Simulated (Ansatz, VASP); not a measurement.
## One calculation of GaP, two programs

INCAR

```
SYSTEM = GaP
ALGO = Normal
EDIFF = 1E-7
ENCUT = 520
GGA = PE
ISIF = 2
ISMEAR = 0
LASPH = .True.
LCHARG = .False.
LREAL = .False.
LWAVE = .False.
NBANDS = 16
NELM = 80
PREC = Accurate
SIGMA = 0.025
```

Contents of KPOINTS:

```
k-points
0
Gamma
  8 8 8
  0 0 0
```

File POSCAR:

```
GaP
1.0
    0.0000000000      2.7252500000      2.7252500000
    2.7252500000      0.0000000000      2.7252500000
    2.7252500000      2.7252500000      0.0000000000
Ga P
1 1
Direct
    0.0000000000      0.0000000000      0.0000000000
    0.7500000000      0.7500000000      0.7500000000
```

input.yaml

```yaml
crystal:
  lattice:
    - [0.0, 2.72525, 2.72525]
    - [2.72525, 0.0, 2.72525]
    - [2.72525, 2.72525, 0.0]
  atoms:
    - { symbol: Ga, position: [0.0, 0.0, 0.0] }
    - { symbol: P, position: [0.75, 0.75, 0.75] }
kpoints:
  mp_grid: { grid: [8, 8, 8] }
scf:
  occupations: { method: gaussian, width: 0.025 }
hamiltonian:
  xc: pbe
  pseudopotentials: { kind: all_electron, lapw: { basis_error: 0.001 } }
output:
  forces: true
  stress: true
  eigenvalues: true
```

Alike in both runs: task single point; functional PBE; k mesh 8 × 8 × 8; occupations gaussian, width 0.025 eV; no spin polarisation.

|  | VASP | Ansatz |
| --- | --- | --- |
| version | VASP 6.6.1 | Ansatz 0.2.0 |
| potentials or method | VASP PAW PBE potentials, release 64 (Ga_d, P), cutoff 520 eV | all-electron LAPW, scalar-relativistic |

```csv
,VASP,Ansatz,Ansatz less VASP
gap on the k mesh at the Fermi level (eV),1.64,1.64,+0.003
least direct gap on the mesh (eV),1.83,1.83,+0.004
pressure (GPa),2.5,2.5,0.00
```

Ansatz ran all-electron here, and VASP with PAW potentials.
